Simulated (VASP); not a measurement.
A run of VASP 6.6.1 is set up as follows.

Contents of INCAR:

```
SYSTEM = LiF
  PREC = Accurate
  ENCUT = 520
  EDIFF = 1E-6
  ISMEAR = 0
  SIGMA = 0.05
  LREAL = .FALSE.
  LASPH = .TRUE.
  NELM = 60
  ALGO = Normal
  ISIF = 2
  LWAVE = .FALSE.
  LCHARG = .FALSE.
  GGA = PE
  IVDW = 13
  NBANDS = 12
```

KPOINTS

```
Automatic mesh
0
G
  10 10 10
  0 0 0
```

File POSCAR:

```
LiF
1.0
    0.0000000000      2.0222973505      2.0222973505
    2.0222973505      0.0000000000      2.0222973505
    2.0222973505      2.0222973505      0.0000000000
Li F
1 1
Direct
    0.0000000000      0.0000000000      0.0000000000
    0.5000000000      0.5000000000      0.5000000000
```

Potentials or basis: VASP PAW PBE potentials, release 64 (Li_sv, F).

Launch:

```bash
$ cat potpaw_PBE.64/Li_sv/POTCAR potpaw_PBE.64/F/POTCAR > POTCAR
$ mpirun -np 1 vasp_std > vasp.out
```

Task: What does it give for the dispersion energy per atom?

Result: -0.062 eV.

Task: Predict the band gap on the k mesh.

Result: 8.98 eV, direct.

 A k mesh can miss the band edges.
